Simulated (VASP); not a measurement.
Input of a VASP 6.6.1 run:

INCAR

```
  PREC = Accurate
  ENCUT = 520
  EDIFF = 1E-7
  ISMEAR = -1
  SIGMA = 0.15
  LREAL = False
  LASPH = True
  NELM = 80
  ALGO = Normal
  ISIF = 2
  LWAVE = False
  LCHARG = False
  GGA = PS
  NBANDS = 16
```

The input KPOINTS:

```
Automatic mesh
0
Gamma
  12 12 12
```

The input POSCAR:

```
InSb
1.0
    0.0000000000      3.2599290676      3.2599290676
    3.2599290676      0.0000000000      3.2599290676
    3.2599290676      3.2599290676      0.0000000000
In Sb
1 1
Direct
    0.0000000000      0.0000000000      0.0000000000
    0.7500000000      0.7500000000      0.7500000000
```

Potentials or basis: VASP PAW PBE potentials, release 64 (In_d, Sb).

Run with:

```console
$ cat potpaw_PBE.64/In_d/POTCAR potpaw_PBE.64/Sb/POTCAR > POTCAR
$ mpirun -np 1 vasp_std > vasp.out
```

Q: What does it give for the pressure?

A: 0.0 GPa.

Q: Predict the band gap on the k mesh.

A: Zero (filled and empty bands touch).

Caveat: the PAW data sets were made with another functional, which shifts forces and pressure a little; spin-orbit coupling is left out, which moves the levels of the heavy elements.
